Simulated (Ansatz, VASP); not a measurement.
## One calculation of NbSiO4, two programs

```
Nb Si O
1.0
     3.26708    0.00000    0.00000
     0.00000    3.26708    0.00000
     0.00000    0.00000    5.74210
Nb Si O
1 1 4
Direct
  0.50000 0.50000 0.50000
  0.00000 0.00000 0.00000
  0.50000 0.00000 0.00000
  0.00000 0.50000 0.00000
  0.00000 0.00000 0.27370
  0.00000 0.00000 0.72630
```

Change from the starting cell: species swapped into the AlTlF4 type (P4/mmm, No. 123).

Alike in both runs: task single point; functional PBE; k mesh 6 × 6 × 4; occupations gaussian, width 0.1 eV; no spin polarisation.

|  | VASP | Ansatz |
| --- | --- | --- |
| version | VASP 6.6.1 | Ansatz 0.2.0 |
| potentials or method | VASP PAW PBE potentials, release 64 (Nb_sv, Si, O), cutoff 520 eV | scalar-relativistic, plane waves, PAW |
| valence electrons in the cell | 41 | 41 |

|  | VASP | Ansatz | Ansatz less VASP |
| --- | --- | --- | --- |
| gap on the k mesh at the Fermi level (eV) | none | none | - |
| pressure (GPa) | 19.9 | 19.6 | -0.25 |
| traceless stress, the component that is largest in VASP (GPa) | 33.65 | 33.29 | -0.363 |
| rms of the force components (eV/Å) | 3.478 | 3.446 | -0.0324 |

Atom by atom the forces differ by 0.032 eV/Å (rms over components). A gap of «none» marks a metal or a gap that the smearing closes. With one functional, cell and mesh, what is left measures potentials, basis and numerics.
